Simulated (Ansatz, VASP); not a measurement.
# SiAu2O3 in VASP and in Ansatz

```
Si Au O
1.0
     2.96492   -2.90708    0.00000
     2.96492    2.90708    0.00000
     0.00000    0.00000    5.48900
Si Au O
1 2 3
Direct
  0.50000 0.50000 0.00000
  0.00000 0.50000 0.50000
  0.50000 0.00000 0.50000
  0.23886 0.76114 0.00000
  0.76114 0.23886 0.00000
  0.00000 0.00000 0.50000
```

Alike in both runs: task single point; functional r2SCAN; dispersion rVV10; k mesh 8 × 8 × 6; occupations fermi-dirac, width 0.03 eV; no spin polarisation.

|  | VASP | Ansatz |
| --- | --- | --- |
| version | VASP 6.6.1 | Ansatz 0.2.0 |
| potentials or method | VASP PAW PBE potentials, release 64 (Si, Au, O) | plane waves, PAW |
| plane-wave cutoff (eV) | 520 | 500 |
| valence electrons in the cell | 44 | 60 |

VASP gave:

| Quantity | Value |
| --- | --- |
| pressure (GPa) | 0.5 |
| traceless stress, the component that is largest in VASP (GPa) | 0.85 |
| rms of the force components (eV/Å) | 0.058 |

What did Ansatz give for the same quantities?

Pressure (GPa): -0.1; traceless stress, the component that is largest in VASP (GPa): 0.06; rms of the force components (eV/Å): 0.000.

VASP's potentials were made for PBE, not for r2SCAN. Atom by atom the forces differ by 0.058 eV/Å (rms over components). VASP's potentials hold 44 valence electrons a cell and Ansatz's 60, so a difference there can come from the potentials and not from the codes.

Neither program's run includes spin-orbit coupling.
